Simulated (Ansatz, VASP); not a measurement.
## Ti: VASP beside Ansatz

INCAR

```
SYSTEM = Ti
PREC = Accurate ; ENCUT = 400
EDIFF = 1E-8 ; ISMEAR = -1
SIGMA = 0.05 ; LREAL = .FALSE.
LASPH = .TRUE. ; NELM = 120
ALGO = Normal ; ISIF = 2
LWAVE = .FALSE. ; LCHARG = .FALSE.
GGA = PS ; LEFG = .TRUE.
NBANDS = 12 ; GGA_COMPAT = .FALSE.
```

File KPOINTS:

```
Automatic mesh
0
G
  14 14 14
  0 0 0
```

File POSCAR:

```
Ti
1.0
   -1.6574100000      1.6410000000      1.6410000000
    1.6410000000     -1.6574100000      1.6410000000
    1.6410000000      1.6410000000     -1.6574100000
Ti
1
Direct
    0.0000000000      0.0000000000      0.0000000000
```

Input for Ansatz:

```yaml
crystal:
  lattice:
    - [-1.65741, 1.641, 1.641]
    - [1.641, -1.65741, 1.641]
    - [1.641, 1.641, -1.65741]
  atoms:
    - { symbol: Ti, position: [0.0, 0.0, 0.0] }
kpoints:
  mp_grid: { grid: [14, 14, 14] }
scf:
  occupations: { method: fermi_dirac, width: 0.05 }
hamiltonian:
  xc: pbesol
  pseudopotentials: { kind: all_electron, datasets: crystal }
output:
  forces: true
  stress: true
  eigenvalues: true
  efg: { contact_densities: true }
```

Change from the starting cell: equal xy, yz and zx shear strains of -1 %, crystal datasets.

Alike in both runs: task electric field gradients; functional PBEsol; k mesh 14 × 14 × 14; occupations fermi-dirac, width 0.05 eV; no spin polarisation.

|  | VASP | Ansatz |
| --- | --- | --- |
| version | VASP 6.6.1 | Ansatz 0.2.0 |
| potentials or method | VASP PAW PBE potentials, release 64 (Ti_sv), cutoff 400 eV | all-electron PAW with datasets made for the crystal, scalar-relativistic |

Ansatz gave:

- pressure (GPa): -6.7
- traceless stress, the component that is largest in VASP (GPa): 0.34
- size of Vzz on the site where it differs most (V/Å²): 4.7

Question: Estimate VASP's values.

Answer: Pressure (GPa): -7.5; traceless stress, the component that is largest in VASP (GPa): 0.34; size of Vzz on the site where it differs most (V/Å²): 4.7.

VASP's potentials were made for PBE, not for PBEsol. Ansatz ran all-electron here, and VASP with PAW potentials.
